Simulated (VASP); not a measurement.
Set up this calculation in VASP 6.6.1, as the native input.

```yaml
Task: single point
Functional: PBE
Potentials_or_basis: VASP PAW PBE potentials, release 64 (W_sv, C)
Cutoff: 520 eV
k_mesh: 24 × 24 × 22
Occupations: gaussian, width 0.15 eV
Spin: no spin polarisation
Dipole_correction: no
Further_INCAR_settings: ALGO = Normal; EDIFF = 1e-06; NBANDS = 16
```

The structure of WC lies in POSCAR:

```
WC
1.0
    2.6880299194      0.0000000000      0.0000000000
   -1.3440149597      2.3279021963      0.0000000000
    0.0000000000      0.0000000000      2.7331928464
W C
1 1
Direct
    0.0000000000      0.0000000000      0.0000000000
    0.6666666667      0.3333333333      0.5000000000
```

This cell differs from its parent crystal: strain -0.080 along x and y, -0.040 along z.

These files were run (other wordings do the same):

INCAR

```
SYSTEM = WC
ALGO = Normal ; EDIFF = 1E-6
ENCUT = 520 ; GGA = PE
ISIF = 2 ; ISMEAR = 0
LASPH = .True. ; LCHARG = .False.
LREAL = .False. ; LWAVE = .False.
NBANDS = 16 ; NELM = 100
PREC = Accurate ; SIGMA = 0.15
```

KPOINTS

```
k-points
0
Gamma
  24 24 22
  0 0 0
```

Potentials or basis: VASP PAW PBE potentials, release 64 (W_sv, C).

Launch:

```console
$ cat potpaw_PBE.64/W_sv/POTCAR potpaw_PBE.64/C/POTCAR > POTCAR
$ mpirun -np 1 vasp_std > vasp.out
```

It gave:

```
Pressure               : 124.4 GPa
Band gap on the k mesh : zero (band 9 reaches 14.86 eV, above the bottom of band 10 at 13.15 eV)
```

Caveat: the cell differs from its parent crystal (strain -0.080 along x and y, -0.040 along z); spin-orbit coupling is left out, which moves the levels of the heavy elements.

Wall time 54 s on 1 thread of Intel(R) Xeon(R) 6975P-C (Granite Rapids) (shared host), peak memory 0.3 GiB.
